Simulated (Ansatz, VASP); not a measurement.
## Ni3Cl: VASP beside Ansatz

File INCAR:

```
SYSTEM = Ni3Cl
PREC = Accurate
ENCUT = 520
EDIFF = 1E-7
ISMEAR = 0
SIGMA = 0.1
LREAL = .FALSE.
LASPH = .TRUE.
NELM = 150
ALGO = Normal
ISIF = 2
LWAVE = .FALSE.
LCHARG = .FALSE.
ISPIN = 2
MAGMOM = 2 2 2 0
LORBIT = 11
LMAXMIX = 4
GGA = PE
NBANDS = 30
```

The input KPOINTS:

```
Automatic mesh
0
G
  6 6 6
  0 0 0
```

File POSCAR:

```
Ni3Cl
1.0
    3.7758187108      0.0000000000      0.0000000000
    0.0000000000      3.7758187108      0.0000000000
    0.0000000000      0.0000000000      3.7758187108
Ni Cl
3 1
Direct
    0.0000000000      0.5000000000      0.5000000000
    0.5000000000      0.0000000000      0.5000000000
    0.5000000000      0.5000000000      0.0000000000
    0.0000000000      0.0000000000      0.0000000000
```

Input for Ansatz:

```yaml
crystal:
  lattice:
    - [3.7758187108, 0.0, 0.0]
    - [0.0, 3.7758187108, 0.0]
    - [0.0, 0.0, 3.7758187108]
  atoms:
    - { symbol: Ni, position: [0.0, 0.5, 0.5], spin: 2.0 }
    - { symbol: Ni, position: [0.5, 0.0, 0.5], spin: 2.0 }
    - { symbol: Ni, position: [0.5, 0.5, 0.0], spin: 2.0 }
    - { symbol: Cl, position: [0.0, 0.0, 0.0] }
basis:
  ecutwfc: 420
kpoints:
  mp_grid: { grid: [6, 6, 6] }
hamiltonian:
  xc: pbe
scf:
  occupations: { method: gaussian, width: 0.1 }
  lower_state_search: "off"
output:
  forces: true
  stress: true
  eigenvalues: true
  populations: true
magnetization:
  spin_polarized: true
```

Alike in both runs: task single point; functional PBE; k mesh 6 × 6 × 6; occupations gaussian, width 0.1 eV; collinear spin.

|  | VASP | Ansatz |
| --- | --- | --- |
| version | VASP 6.6.1 | Ansatz 0.2.0 |
| potentials or method | VASP PAW PBE potentials, release 64 (Ni, Cl), cutoff 520 eV | scalar-relativistic, plane waves, PAW |
| valence electrons in the cell | 37 | 61 |

|  | VASP | Ansatz | Ansatz less VASP |
| --- | --- | --- | --- |
| gap on the k mesh at the Fermi level (eV) | none | none | - |
| pressure (GPa) | -6.9 | -7.0 | -0.06 |
| net moment per atom (μB) | 0.54 | 0.55 | +0.009 |
| size of the moment on the site where the two differ most (μB) | 0.72 | 0.74 | +0.023 |

Site moments also hang on the region over which each program counts them. A gap of «none» marks a metal or a gap that the smearing closes. VASP's potentials hold 37 valence electrons a cell and Ansatz's 61, so a difference there can come from the potentials and not from the codes.
